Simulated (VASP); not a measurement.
Here is a VASP 6.6.1 calculation.

Contents of INCAR:

```
SYSTEM = Ca
PREC = Accurate
ENCUT = 500
EDIFF = 1E-6
ISMEAR = 0
SIGMA = 0.05
LREAL = .False.
LASPH = .True.
NELM = 120
ALGO = Normal
ISIF = 2
LWAVE = .False.
LCHARG = .False.
GGA = PS
IVDW = 12
NBANDS = 17
GGA_COMPAT = .False.
```

KPOINTS

```
regular mesh
0
Gamma
  5 5 5
  0 0 0
```

The input POSCAR:

```
Ca
1.0
    0.0000000000      3.8400000000      3.8400000000
    3.8400000000      0.0000000000      3.8400000000
    3.8400000000      3.8400000000      0.0000000000
Ca
2
Direct
    1.0000000000      1.0000000000      1.0000000000
    0.2500000000      0.2500000000      0.2500000000
```

Potentials or basis: VASP PAW PBE potentials, release 64 (Ca_sv).

Launch:

```bash
$ cat potpaw_PBE.64/Ca_sv/POTCAR > POTCAR
$ mpirun -np 1 vasp_std > vasp.out
```

(1) What does it give for the band gap on the k mesh?

(2) What does it give for the pressure?

Results:

(1) zero (bands 10 and 11 overlap by 1.08 eV).

(2) 0.9 GPa.

Caveat: three body term missing; the PAW data sets were made with another functional, which shifts forces and pressure a little.
